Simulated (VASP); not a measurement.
A run of VASP 6.6.1 is set up as follows.

File INCAR:

```
SYSTEM = Zn
PREC = Accurate
ENCUT = 600
EDIFF = 1E-7
ISMEAR = -1
SIGMA = 0.15
LREAL = .FALSE.
LASPH = .TRUE.
NELM = 60
ALGO = Fast
ISIF = 3
LWAVE = .FALSE.
LCHARG = .FALSE.
GGA = PS
IBRION = 2
NSW = 80
EDIFFG = -0.001
```

File KPOINTS:

```
regular mesh
0
G
  15 15 8
  0 0 0
```

The input POSCAR:

```
Zn
1.0
    2.5870499134      0.0000000000      0.0000000000
   -1.2935249567      2.2404509459      0.0000000000
    0.0000000000      0.0000000000      4.9278786720
Zn
2
Direct
    0.3333333333      0.6666666667      0.2500000000
    0.6666666667      0.3333333333      0.7500000000
```

Potentials or basis: VASP PAW PBE potentials, release 64 (Zn).

Command:

```console
$ cat potpaw_PBE.64/Zn/POTCAR > POTCAR
$ mpirun -np 1 vasp_std > vasp.out
```

Task: What does it give for the relaxed volume?

Result: 14.35 Å³/atom.

Task: Estimate the band gap on the k mesh.

Result: Zero (bands 12 and 13 overlap by 4.94 eV).

Task: Estimate the space group after relaxing (to 0.1 Å).

Result: P6_3/mmc (No. 194).

Task: Predict the relaxed cell.

Result: a = 2.594 Å, b = 2.594 Å, c = 4.923 Å, α = 90.00°, β = 90.00°, γ = 120.00°.

Final structure:
```xyz
2
Lattice="2.5944 0.0000 0.0000 -1.2972 2.2468 0.0000 0.0000 0.0000 4.9231" Properties=species:S:1:pos:R:3 pbc="T T T"
Zn    0.0000    1.4979    1.2308
Zn    1.2972    0.7489    3.6923
```

Caveat: the PAW data sets were made with another functional, which shifts forces and pressure a little.
